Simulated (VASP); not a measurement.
Set up this calculation in VASP 6.6.1, as the native input.

- Task: single point
- Functional: LDA
- Potentials or basis: VASP PAW LDA potentials, release 64 (K_sv, Cl)
- Cutoff: 520 eV
- k mesh: 6 × 6 × 6
- Occupations: fermi-dirac, width 0.05 eV
- Spin: no spin polarisation
- Dipole correction: no
- Further INCAR settings: ALGO = Normal; EDIFF = 1e-06; NBANDS = 15

The structure of KCl (Sylvite) lies in POSCAR:

```
KCl
1.0
    0.0000000000      3.0822383035      3.0822383035
    3.0822383035      0.0000000000      3.0822383035
    3.0822383035      3.0822383035      0.0000000000
K Cl
1 1
Direct
    0.0000000000      0.0000000000      0.0000000000
    0.5000000000      0.5000000000      0.5000000000
```

The input as run:

INCAR

```
PREC     = Accurate       # precision mode
ENCUT    = 520            # plane-wave cutoff, eV
EDIFF    = 1E-6           # SCF threshold, eV
ISMEAR   = -1             # smearing method
SIGMA    = 0.05           # smearing width, eV
LREAL    = F              # projectors in reciprocal space
LASPH    = T              # aspherical terms in the spheres
NELM     = 60             # most SCF steps
ALGO     = Normal         # electronic algorithm
ISIF     = 2              # what is computed and relaxed
LWAVE    = F              # write WAVECAR
LCHARG   = F              # write CHGCAR
NBANDS   = 15             # bands
```

KPOINTS

```
regular mesh
0
Gamma
  6 6 6
```

Potentials or basis: VASP PAW LDA potentials, release 64 (K_sv, Cl).

Command:

```sh
$ cat potpaw_LDA.64/K_sv/POTCAR potpaw_LDA.64/Cl/POTCAR > POTCAR
$ mpirun -np 1 vasp_std > vasp.out
```

It gave:

```yaml
Pressure: -0.9 GPa
Band_gap_on_the_k_mesh: 4.96 eV, direct
```

Wall time 3.7 s on 1 thread of Intel(R) Xeon(R) 6975P-C (Granite Rapids), on a shared host, peak memory 0.15 GiB.
